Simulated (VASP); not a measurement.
Wanted: the native input for a VASP 6.6.1 run.

- Task: single point
- Functional: RPBE
- Dispersion: D3(BJ)
- Potentials or basis: VASP PAW PBE potentials, release 64 (Hf_pv, O)
- Cutoff: 520 eV
- k mesh: 5 × 6 × 5
- Occupations: fermi-dirac, width 0.05 eV
- Spin: no spin polarisation
- Dipole correction: no
- Further INCAR settings: ALGO = Normal; EDIFF = 1e-07; NBANDS = 56

The structure of HfO2 lies in POSCAR:

```
HfO2
1.0
    5.1844323491      0.0000000000      0.0000000000
    0.0000000000      4.9711736599      0.0000000000
    0.0000000000      0.0000000000      4.9989076225
Hf O
4 8
Direct
    0.9669940000      0.7325208200      0.7414403500
    0.5330060000      0.7325208200      0.2414403500
    0.4669940000      0.2674791800      0.7414403500
    0.0330060000      0.2674791800      0.2414403500
    0.6321274500      0.9286454000      0.8792672600
    0.8678725500      0.9286454000      0.3792672600
    0.2339485200      0.5398830500      0.4922923900
    0.2660514800      0.5398830500      0.9922923900
    0.7660514800      0.4601169500      0.9922923900
    0.7339485200      0.4601169500      0.4922923900
    0.1321274500      0.0713546000      0.8792672600
    0.3678725500      0.0713546000      0.3792672600
```

The input as run:

INCAR

```
PREC     = Accurate       # precision mode
ENCUT    = 520            # plane-wave cutoff, eV
EDIFF    = 1E-7           # SCF threshold, eV
ISMEAR   = -1             # smearing method
SIGMA    = 0.05           # smearing width, eV
LREAL    = F              # projectors in reciprocal space
LASPH    = T              # aspherical terms in the spheres
NELM     = 80             # most SCF steps
ALGO     = Normal         # electronic algorithm
ISIF     = 2              # what is computed and relaxed
LWAVE    = F              # write WAVECAR
LCHARG   = F              # write CHGCAR
GGA      = RP             # functional
IVDW     = 12             # dispersion correction
NBANDS   = 56             # bands
```

KPOINTS

```
regular mesh
0
Gamma
  5 6 5
```

Potentials or basis: VASP PAW PBE potentials, release 64 (Hf_pv, O).

The run is started by

```sh
$ cat potpaw_PBE.64/Hf_pv/POTCAR potpaw_PBE.64/O/POTCAR > POTCAR
$ mpirun -np 1 vasp_std > vasp.out
```

Results of the run:

The pressure is -6.1 GPa. The largest force is 0.224 eV/Å. The band gap on the k mesh is 4.59 eV (least direct gap 4.78 eV). The dispersion energy per atom is -1.306 eV.

Caveat: the cell stands under tension; the dispersion term is far too large for a dense solid, which distorts pressure and volume; the PAW data sets were made with another functional, which shifts forces and pressure a little; spin-orbit coupling is left out, which moves the levels of the heavy elements.

Wall time 3.7 min on 1 thread of Intel(R) Xeon(R) Platinum 8488C (Sapphire Rapids), on a shared host, peak memory 0.34 GiB.
